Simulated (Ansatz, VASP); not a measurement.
SrO in VASP and in Ansatz

```
CELL_PARAMETERS angstrom
3.10287 0.00000 0.00000
0.00000 3.10287 0.00000
0.00000 0.00000 3.10287
ATOMIC_POSITIONS crystal
Sr 0.00000 0.00000 0.00000
O 0.50000 0.50000 0.50000
```

Alike in both runs: task single point; functional PBE-based screened hybrid; k mesh 4 × 4 × 4; no spin polarisation.

```csv
,VASP,Ansatz
version,VASP 6.6.1,Ansatz 0.2.0
potentials or method,"VASP PAW PBE potentials, release 64 (Sr_sv, O)",plane waves
plane-wave cutoff (eV),520,420
occupations,"gaussian, width 0.01 eV",fixed
valence electrons in the cell,16,16
```

VASP gave:

* gap on the k mesh at the Fermi level (eV): 4.13
* pressure (GPa): -0.6

What did Ansatz give for the same quantities?

gap on the k mesh at the Fermi level (eV): 4.19; pressure (GPa): -1.3.

VASP's potentials were made for PBE, not for PBE-based screened hybrid. Ansatz's warnings: stress exchange threshold loose, stress scf threshold loose.

The k mesh is coarse, so the values compare programs but aren't converged.
